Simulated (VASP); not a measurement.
# Hf2Si (I4/mcm) in VASP: a series of runs

Hf2Si is run at these levels: PBEsol; tasks: single point.

Everything below comes from runs of VASP 6.6.1. Logs are shortened: lines on timing, memory, paths and dates and some standing lists are left out, and cuts for length are marked.

## (1) The cell of the first run

It takes space group I4/mcm (No. 140, tetragonal). Conventional cell: a = 6.551 Å, b = 6.551 Å, c = 5.166 Å, α = 90.00°, β = 90.00°, γ = 90.00°. Hf (site symmetry m2m) has 4 Si at 2.79 Å and 11 Hf at 2.90 to 3.50 Å within 3.7 Å. Si (site symmetry 422) has 2 Si at 2.58 Å and 8 Hf at 2.79 Å within 3.4 Å.

## (2) Single point, PBEsol

Contents of INCAR:

```
PREC = Accurate
ENCUT = 520
EDIFF = 1E-7
ISMEAR = 0
SIGMA = 0.05
LREAL = False
LASPH = True
NELM = 100
ALGO = Normal
ISIF = 2
LWAVE = False
LCHARG = False
GGA = PS
NBANDS = 33
```

Contents of KPOINTS:

```
Automatic mesh
0
Gamma
  5 5 5
```

Contents of POSCAR:

```
Hf2Si
1.0
   -3.2753522240      3.2753522240      2.5828233930
    3.2753522240     -3.2753522240      2.5828233930
    3.2753522240      3.2753522240     -2.5828233930
Hf Si
4 2
Direct
    0.8435136200      0.6564863800      0.5000000000
    0.3435136200      0.8435136200      0.1870272400
    0.1564863800      0.3435136200      0.5000000000
    0.6564863800      0.1564863800      0.8129727600
    0.7500000000      0.7500000000      0.0000000000
    0.2500000000      0.2500000000      0.0000000000
```

Potentials or basis: VASP PAW PBE potentials, release 64 (Hf_pv, Si).

The run is started by

```console
cat potpaw_PBE.64/Hf_pv/POTCAR potpaw_PBE.64/Si/POTCAR > POTCAR
mpirun -np 1 vasp_std > vasp.out
```

OUTCAR:

```text
PREC = Accurate
   ENCUT = 520
   EDIFF = 1E-7
   ISMEAR = 0
   LREAL = False
   LASPH = True
   NELM = 100
   ISIF = 2
   GGA = PS

 ion  position               nearest neighbor table
   1  0.844  0.656  0.500-   6 2.79   5 2.79   5 2.79   6 2.79   3 2.90   3 3.11   3 3.11   4 3.30
                             2 3.30   4 3.30   2 3.30   4 3.50   2 3.50   2 3.50   4 3.50
   2  0.344  0.844  0.187-   5 2.79   6 2.79   6 2.79   5 2.79   4 2.90   4 3.11   4 3.11   1 3.30
                             3 3.30   3 3.30   1 3.30   1 3.50   3 3.50   1 3.50   3 3.50
   3  0.156  0.344  0.500-   5 2.79   6 2.79   6 2.79   5 2.79   1 2.90   1 3.11   1 3.11   4 3.30
                             2 3.30   4 3.30   2 3.30   4 3.50   2 3.50   4 3.50   2 3.50
   4  0.656  0.156  0.813-   5 2.79   6 2.79   6 2.79   5 2.79   2 2.90   2 3.11   2 3.11   1 3.30
                             3 3.30   3 3.30   1 3.30   1 3.50   3 3.50   1 3.50   3 3.50
   5  0.750  0.750  0.000-   6 2.58   6 2.58   2 2.79   4 2.79   4 2.79   2 2.79   1 2.79   1 2.79
                             3 2.79   3 2.79
   6  0.250  0.250  0.000-   5 2.58   5 2.58   2 2.79   4 2.79   4 2.79   2 2.79   3 2.79   1 2.79
                             1 2.79   3 2.79

  LATTYP: Found a body centered tetragonal cell.
 ALAT       =     6.5507044480
 C/A-ratio  =     0.7885635548

  Lattice vectors:

 A1 = (  -3.2753522240,   3.2753522240,   2.5828233930)
 A2 = (   3.2753522240,  -3.2753522240,   2.5828233930)
 A3 = (   3.2753522240,   3.2753522240,  -2.5828233930)

Analysis of symmetry for initial positions (statically):
=====================================================================
 Subroutine PRICEL returns:
 Original cell was already a primitive cell.

 Routine SETGRP: Setting up the symmetry group for a
 body centered tetragonal supercell.

 Subroutine GETGRP returns: Found 16 space group operations
 (whereof  8 operations were pure point group operations)
 out of a pool of 16 trial point group operations.

The static configuration has the point symmetry C_4h.
 The point group associated with its full space group is D_4h.

Analysis of symmetry for dynamics (positions and initial velocities):
=====================================================================
 Subroutine PRICEL returns:
 Original cell was already a primitive cell.

 Routine SETGRP: Setting up the symmetry group for a
 body centered tetragonal supercell.

 Subroutine GETGRP returns: Found 16 space group operations
 (whereof  8 operations were pure point group operations)
 out of a pool of 16 trial point group operations.

The dynamic configuration has the point symmetry C_4h.
 The point group associated with its full space group is D_4h.

 Subroutine INISYM returns: Found 16 space group operations
 (whereof  8 operations are pure point group operations),
 and found     1 'primitive' translations

----------------------------------------------------------------------------------------

                                     Primitive cell

  volume of cell :     110.8334

  direct lattice vectors                    reciprocal lattice vectors
    -3.275352224  3.275352224  2.582823393     0.000000000  0.152655338  0.193586600
     3.275352224 -3.275352224  2.582823393     0.152655338  0.000000000  0.193586600
     3.275352224  3.275352224 -2.582823393     0.152655338  0.152655338  0.000000000

  length of vectors
     5.303474433  5.303474433  5.303474433     0.246534833  0.246534833  0.215887249

  position of ions in fractional coordinates (direct lattice)
     0.843513620  0.656486380  0.500000000
     0.343513620  0.843513620  0.187027240
     0.156486380  0.343513620  0.500000000
     0.656486380  0.156486380  0.812972760
     0.750000000  0.750000000  0.000000000
     0.250000000  0.250000000  0.000000000

  ion indices of the primitive-cell ions
   primitive index   ion index
                 1           1
                 2           2
                 3           3
                 4           4
                 5           5
                 6           6

----------------------------------------------------------------------------------------

 KPOINTS: Automatic mesh

Automatic generation of k-mesh.
 Grid dimensions read from file:
 generate k-points for:    5    5    5

 Generating k-lattice:

  Cartesian coordinates                     Fractional coordinates (reciprocal lattice)
     0.000000000  0.030531068  0.038717320     0.200000000 -0.000000000  0.000000000
     0.030531068  0.000000000  0.038717320    -0.000000000  0.200000000  0.000000000
     0.030531068  0.030531068  0.000000000     0.000000000  0.000000000  0.200000000

  Length of vectors
     0.049306967  0.049306967  0.043177450

  Shift w.r.t. Gamma in fractional coordinates (k-lattice)
     0.000000000  0.000000000  0.000000000

 Subroutine IBZKPT returns following result:
 ===========================================

 Found     18 irreducible k-points:

 Following reciprocal coordinates:
            Coordinates               Weight
  0.000000  0.000000  0.000000      1.000000
  0.200000  0.000000 -0.000000      8.000000
  0.400000  0.000000 -0.000000      8.000000
  0.200000  0.200000 -0.000000      8.000000
  0.400000  0.200000 -0.000000     16.000000
 -0.400000  0.200000  0.000000     16.000000
[... 10 lines left out ...]
 -0.400000  0.400000  0.400000      4.000000
 -0.400000 -0.400000  0.400000      2.000000
   k-points           NKPTS =     18   k-points in BZ     NKDIM =     18   number of bands    NBANDS=     33
   number of dos      NEDOS =    301   number of ions     NIONS =      6
   total plane-waves  NPLWV =  64000
   dimension x,y,z NGX =    40 NGY =   40 NGZ =   40
   dimension x,y,z NGXF=    80 NGYF=   80 NGZF=   80
   ions per type =               4   2
   NGX,Y,Z   is equivalent  to a cutoff of  12.54, 12.54, 12.54 a.u.
   NGXF,Y,Z  is equivalent  to a cutoff of  25.08, 25.08, 25.08 a.u.
 SYSTEM =  unknown system
   PREC   = accura    normal or accurate (medium, high low for compatibility)
   ISTART =      0    job   : 0-new  1-cont  2-samecut
   ICHARG =      2    charge: 1-file 2-atom 10-const
   ISPIN  =      1    spin polarized calculation?
   LNONCOLLINEAR =      F non collinear calculations
   LSORBIT =      F    spin-orbit coupling
   LASPH  =      T    aspherical Exc in radial PAW
   ENCUT  =  520.0 eV  38.22 Ry    6.18 a.u.   9.86  9.86  9.86*2*pi/ulx,y,z
   NELM   =    100;   NELMIN=  2; NELMDL= -5     # of ELM steps
   EDIFF  = 0.1E-06   stopping-criterion for ELM
   LREAL  =      F    real-space projection
   EDIFFG = 0.1E-05   stopping-criterion for IOM
   NSW    =      0    number of steps for IOM
   IBRION =     -1    ionic relax: 0-MD 1-quasi-New 2-CG
   NFREE  =      0    steps in history (QN), initial steepest desc. (CG)
   ISIF   =      2    stress and relaxation
   ISYM   =      2    0-nonsym 1-usesym 2-fastsym
   POTIM  = 0.5000    time-step for ionic-motion
   TEBEG  =    0.0;   TEEND  =   0.0 temperature during run
   PSTRESS=    0.0 pullay stress
   NELECT =      48.0000    total number of electrons
   NUPDOWN=      -1.0000    fix difference up-down
   EMIN   =  10.00;   EMAX   =-10.00  energy-range for DOS
   EFERMI =   0.00;   METHOD = LEGACY
   ISMEAR =     0;   SIGMA  =   0.05  broadening in eV -4-tet -1-fermi 0-gaus
   EFERMI_NEDOS =   21; number of points for ismear=-14 and -15
   IALGO  =     38    algorithm
   IMIX   =      4    mixing-type and parameters
     AMIX     =   0.40;   BMIX     =  1.00
     AMIX_MAG =   1.60;   BMIX_MAG =  1.00
  volume/ion in A,a.u.               =      18.47       124.66
  Fermi-wavevector in a.u.,A,eV,Ry     =   1.238602  2.340618 20.873162  1.534134
  Thomas-Fermi vector in A             =   2.373120
   LORBIT       =      0    0 simple, 1 ext, 2 COOP (PROOUT), +10 PAW based schemes
   GGA     = PS    functional components
   LHFCALC =     F    Hartree Fock is set to
   AEXX    =    0.0000 exact exchange contribution
   IVDW    =     0    specifies the selected vdW correction
   LEPSILON=     F    determine dielectric tensor
   LRPA    =     F    only Hartree local field effects (RPA)
 non-spin polarized calculation
 Gauss-broadening in eV      SIGMA  =   0.05
  energy-cutoff  :      520.00
  volume of cell :      110.83
 maximum number of plane-waves:      3008
   NGX = 19   NGY = 19   NGZ = 19

 number of electron      48.0000004 magnetization

 Free energy of the ion-electron system (eV)
  ---------------------------------------------------
  ext. energy  EPLUGINS =         0.00000000
  ---------------------------------------------------
  free energy    TOTEN  =       -58.26211926 eV

  energy without entropy =      -58.25925820  energy(sigma->0) =      -58.26068873

 E-fermi :   5.9828     XC(G=0): -11.6494

 val. band max:        5.9748398503   @ k =   0.2000   0.2000   0.2000
 cond. band min:       6.0483937358   @ k =   0.4000   0.0000  -0.0000
 fundamental gap:      0.0735538855
 Fermi energy:         5.9827550848

 k-point     1 :       0.0000    0.0000    0.0000
  band No.  band energies     occupation
      1     -24.2814      2.00000
      2     -24.2736      2.00000
      3     -24.1635      2.00000
      4     -24.1635      2.00000
      5     -24.1321      2.00000
      6     -24.1321      2.00000
[... 25 lines left out ...]
     32       9.4248      0.00000
     33      10.2028      0.00000

 k-point     2 :       0.2000    0.0000   -0.0000
  band No.  band energies     occupation
      1     -24.3247      2.00000
      2     -24.2913      2.00000
      3     -24.2162      2.00000
      4     -24.1720      2.00000
      5     -24.0673      2.00000
      6     -24.0572      2.00000
[... 25 lines left out ...]
     32      10.3003      0.00000
     33      10.6957      0.00000

 k-point     3 :       0.4000    0.0000   -0.0000
  band No.  band energies     occupation
      1     -24.3563      2.00000
      2     -24.3411      2.00000
      3     -24.1910      2.00000
      4     -24.1179      2.00000
      5     -24.0617      2.00000
      6     -24.0274      2.00000
[... 25 lines left out ...]
     32       9.7925      0.00000
     33      10.0345      0.00000

 k-point     4 :       0.2000    0.2000   -0.0000
  band No.  band energies     occupation
      1     -24.3785      2.00000
      2     -24.2971      2.00000
      3     -24.2257      2.00000
      4     -24.1087      2.00000
      5     -24.0819      2.00000
      6     -24.0198      2.00000
[... 25 lines left out ...]
     32       9.6632      0.00000
     33      10.3511      0.00000

 k-point     5 :       0.4000    0.2000   -0.0000
  band No.  band energies     occupation
      1     -24.3724      2.00000
      2     -24.2872      2.00000
      3     -24.1777      2.00000
      4     -24.1670      2.00000
      5     -24.0881      2.00000
      6     -24.0351      2.00000
[... 388 lines left out ...]
 k-point    16 :      -0.2000   -0.2000    0.2000
  band No.  band energies     occupation
      1     -24.4034      2.00000
      2     -24.2250      2.00000
      3     -24.2250      2.00000
      4     -24.1932      2.00000
      5     -24.1079      2.00000
      6     -23.9869      2.00000
[... 25 lines left out ...]
     32       9.6789      0.00000
     33      10.5600      0.00000

 k-point    17 :      -0.4000    0.4000    0.4000
  band No.  band energies     occupation
      1     -24.3524      2.00000
      2     -24.2930      2.00000
      3     -24.2313      2.00000
      4     -24.1228      2.00000
      5     -24.0654      2.00000
      6     -24.0277      2.00000
[... 25 lines left out ...]
     32      10.4232      0.00000
     33      10.7992      0.00000

 k-point    18 :      -0.4000   -0.4000    0.4000
  band No.  band energies     occupation
      1     -24.3400      2.00000
      2     -24.3069      2.00000
      3     -24.2239      2.00000
      4     -24.1140      2.00000
      5     -24.1140      2.00000
      6     -24.0540      2.00000
[... 25 lines left out ...]
     32      10.3082      0.00000
     33      10.3082      0.00000

------------------------ aborting loop because EDIFF is reached ----------------------------------------

  FORCE on cell =-STRESS in cart. coord.  units (eV):
  Direction    XX          YY          ZZ          XY          YZ          ZX
  --------------------------------------------------------------------------------------
  -------------------------------------------------------------------------------------
  Total       -1.6849866     -1.6849866     -2.0429870      0.0000000     -0.0000000      0.0000000
  in kB      -24.3577024    -24.3577024    -29.5328571      0.0000000     -0.0000000      0.0000000
  external PRESSURE =     -26.0827540 kB  Pullay stress =       0.0000000 kB

 VOLUME and BASIS-vectors are now :
 -----------------------------------------------------------------------------
  energy-cutoff  :      520.00
  volume of cell :      110.83
      direct lattice vectors                 reciprocal lattice vectors
    -3.275352224  3.275352224  2.582823393     0.000000000  0.152655338  0.193586600
     3.275352224 -3.275352224  2.582823393     0.152655338  0.000000000  0.193586600
     3.275352224  3.275352224 -2.582823393     0.152655338  0.152655338  0.000000000

 POSITION                                       TOTAL-FORCE (eV/Angst)
 -----------------------------------------------------------------------------------
      1.02510      2.25026      2.58282        -0.013513      0.013513      0.000000
      2.25026     -1.02510      2.58282         0.013513      0.013513     -0.000000
      2.25026      1.02510      0.00000         0.013513     -0.013513      0.000000
      1.02510      4.30045     -0.00000        -0.013513     -0.013513      0.000000
      0.00000      0.00000      3.87424        -0.000000      0.000000      0.000000
      0.00000      0.00000      1.29141         0.000000      0.000000      0.000000
 -----------------------------------------------------------------------------------
    total drift:                               -0.000000      0.000000     -0.000000

  FREE ENERGIE OF THE ION-ELECTRON SYSTEM (eV)
  ---------------------------------------------------
  free  energy   TOTEN  =       -58.2621192584 eV

  energy  without entropy=      -58.2592581989  energy(sigma->0) =      -58.26068873
```

Run time: 32 s. Hardware: 1 thread of Intel Xeon 6975P-C (Granite Rapids), shared host; peak memory 0.25 GiB.

Results:

* Free energy: -58.2621 eV
* Pressure: -2.6 GPa
* Largest force: 0.019 eV/Å
* Band gap on the k mesh: zero (band 24 reaches 6.53 eV, above the bottom of band 25 at 5.80 eV)

Forces on the atoms (eV/Å):
```
Hf  -0.014  0.014  0.000
Hf   0.014  0.014  0.000
Hf   0.014 -0.014  0.000
Hf  -0.014 -0.014  0.000
Si   0.000  0.000  0.000
Si   0.000  0.000  0.000
```

Caveat: the PAW data sets were made with another functional, which shifts forces and pressure a little; spin-orbit coupling is left out, which moves the levels of the heavy elements.

## (3) Single point, PBEsol

Contents of INCAR:

```
  PREC = Accurate
  ENCUT = 520
  EDIFF = 1E-7
  ISMEAR = 0
  SIGMA = 0.1
  LREAL = False
  LASPH = True
  NELM = 60
  ALGO = Fast
  ISIF = 2
  LWAVE = False
  LCHARG = False
  GGA = PS
  NBANDS = 33
```

KPOINTS is that of step 2.

POSCAR is that of step 2.

Potentials or basis: VASP PAW PBE potentials, release 64 (Hf_pv, Si).

The run is started by

```console
cat potpaw_PBE.64/Hf_pv/POTCAR potpaw_PBE.64/Si/POTCAR > POTCAR
mpirun -np 1 vasp_std > vasp.out
```

It took 39 s on 1 thread of Intel Xeon 6975P-C (Granite Rapids), shared host; peak memory 0.26 GiB.

The run converged. Its results:

- Free energy: -58.2665 eV
- Pressure: -2.6 GPa
- Band gap on the k mesh: zero (band 24 reaches 6.53 eV, above the bottom of band 25 at 5.80 eV)

Stress tensor (GPa, compression positive):
```
-2.47  0.00  0.00
 0.00 -2.47  0.00
 0.00  0.00 -2.92
```

Levels at points of the mesh, in eV from the Fermi level:
```tsv
k point	band 22	band 23	band 24	band 25	band 26	band 27
(0.00, 0.00, 0.00)	-1.27	-0.99	-0.91	2.02	2.06	2.08
```

Caveat: the PAW data sets were made with another functional, which shifts forces and pressure a little; spin-orbit coupling is left out, which moves the levels of the heavy elements.

## (4) Single point, PBEsol

Contents of INCAR:

```
  PREC = Accurate
  ENCUT = 520
  EDIFF = 1E-6
  ISMEAR = 0
  SIGMA = 0.2
  LREAL = F
  LASPH = T
  NELM = 80
  ALGO = Fast
  ISIF = 2
  LWAVE = F
  LCHARG = T
  GGA = PS
  LELF = T
  LVHAR = T
  NBANDS = 33
```

Contents of KPOINTS:

```
regular mesh
0
Gamma
  5 5 5
```

POSCAR is that of step 3.

The run is started by

```console
cat potpaw_PBE.64/Hf_pv/POTCAR potpaw_PBE.64/Si/POTCAR > POTCAR
mpirun -np 1 vasp_std > vasp.out
```

Run time: 36 s. Hardware: 1 thread of Intel Xeon 6975P-C (Granite Rapids), shared host; peak memory 0.25 GiB.

Results (log left out):

```
Free energy            : -58.2870 eV
Pressure               : -2.6 GPa
Largest force          : 0.029 eV/Å
Band gap on the k mesh : zero (band 24 reaches 6.53 eV, above the bottom of band 25 at 5.80 eV)
```

Forces in eV/Å, atoms in the order of the input:
```
Hf   0.021 -0.021  0.000
Hf  -0.021 -0.021  0.000
Hf  -0.021  0.021  0.000
Hf   0.021  0.021  0.000
Si   0.000  0.000  0.000
Si   0.000  0.000  0.000
```

Stress tensor (GPa, compression positive):
```
-2.50  0.00  0.00
 0.00 -2.50  0.00
 0.00  0.00 -2.77
```

Levels at points of the mesh, in eV from the Fermi level:
```
           k point  band 21  band 22  band 23  band 24  band 25  band 26  band 27  band 28
(0.00, 0.00, 0.00)    -1.27    -1.27    -0.99    -0.91     2.02     2.06     2.08     2.53
```

Caveat: the PAW data sets were made with another functional, which shifts forces and pressure a little; spin-orbit coupling is left out, which moves the levels of the heavy elements.

## (5) Summary

```tsv
smearing	gap on the mesh (eV)	pressure (GPa)	largest force (eV/Å)
gaussian 0.05 eV	none	-2.6	0.02
gaussian 0.1 eV	none	-2.6	-
gaussian 0.2 eV	none	-2.6	0.03
```

Alike in all rows: task single point; level PBEsol; potentials or basis VASP PAW PBE potentials, release 64 (Hf_pv, Si); no spin polarisation; cell as given; k mesh 5 × 5 × 5; cutoff (eV) 520.

Every run on the cell as given and a fine mesh finds a metal.

Caveats: the PAW data sets were made with another functional, which shifts forces and pressure a little; spin-orbit coupling is left out, which moves the levels of the heavy elements.

Absolute energies hang on the potentials; compare differences alone.
